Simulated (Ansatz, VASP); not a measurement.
## One calculation of Fe5Co, two programs

```
Fe Co
1.0
     4.34105    0.00000    0.00000
    -2.17053    3.75946    0.00000
     0.00000    0.00000    4.36588
Fe Co
5 1
Direct
  0.66667 0.33333 0.00000
  0.33333 0.66667 0.00000
  0.33258 0.00000 0.50000
  0.00000 0.33258 0.50000
  0.66742 0.66742 0.50000
  0.00000 0.00000 0.00000
```

Alike in both runs: functional PBE; k mesh 6 × 6 × 4; occupations gaussian, width 0.1 eV; collinear spin.

Ansatz relaxed the structure, and its values are those at the end. VASP's run is a single point on that final structure, the one shown.

```csv
,VASP,Ansatz
version,VASP 6.6.1,Ansatz 0.2.0
potentials or method,"VASP PAW PBE potentials, release 64 (Fe, Co), cutoff 520 eV","scalar-relativistic, plane waves, PAW"
valence electrons in the cell,49,97
```

|  | VASP | Ansatz | Ansatz less VASP |
| --- | --- | --- | --- |
| gap on the k mesh at the Fermi level (eV) | none | none | - |
| pressure (GPa) | -0.2 | 0.0 | +0.21 |
| net moment per atom (μB) | 2.43 | 2.43 | -0.002 |
| size of the moment on the site where the two differ most (μB) | 1.67 | 1.74 | +0.069 |

Site moments also hang on the region over which each program counts them. A gap of «none» marks a metal or a gap that the smearing closes. VASP's potentials hold 49 valence electrons a cell and Ansatz's 97, so a difference there can come from the potentials and not from the codes.
